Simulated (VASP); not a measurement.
## InSb: single point with PBE

The system is InSb, a wire with vacuum.

```
In Sb
1.0
    11.30000    0.00000    0.00000
     0.00000    9.30000    0.00000
     0.00000    0.00000    2.97031
In Sb
1 1
Direct
  0.37982 0.50000 0.00000
  0.62018 0.50000 0.50000
```

| Quantity | Value |
| --- | --- |
| Program | VASP 6.6.1 |
| Task | single point |
| Functional | PBE |
| Potentials or basis | VASP PAW PBE potentials, release 64 (In_d, Sb) |
| Cutoff | 520 eV |
| k mesh | 1 × 1 × 23 |
| Occupations | gaussian, width 0.05 eV |
| Spin | collinear spin |
| Starting moments | [0.5, 0.5] μB |

```yaml
Band_gap_on_the_k_mesh: zero (filled and empty bands overlap)
Net_moment: 0.00 μB per cell
Valence_electrons_inside_the_program's_atomic_spheres: In 11.34; Sb 2.36
```

Levels at points of the mesh, in eV from the Fermi level:
Spin up:
| k point | band 7 | band 8 | band 9 | band 10 | band 11 | band 12 |
| --- | --- | --- | --- | --- | --- | --- |
| (0.00, 0.00, 0.00) | -6.13 | -2.00 | -1.93 | 0.50 | 2.57 | 3.04 |
Spin down:
```tsv
k point	band 5	band 6	band 7	band 8	band 9	band 10	band 11	band 12	band 13	band 14
(0.00, 0.00, 0.00)	-14.44	-10.39	-6.13	-2.00	-1.93	0.50	2.57	3.04	3.89	4.51
```

Wall time 6.1 min on 1 thread of Intel Xeon 8259CL (shared host), peak memory 0.54 GiB.

Caveat: spin-orbit coupling is left out, which moves the levels of the heavy elements.
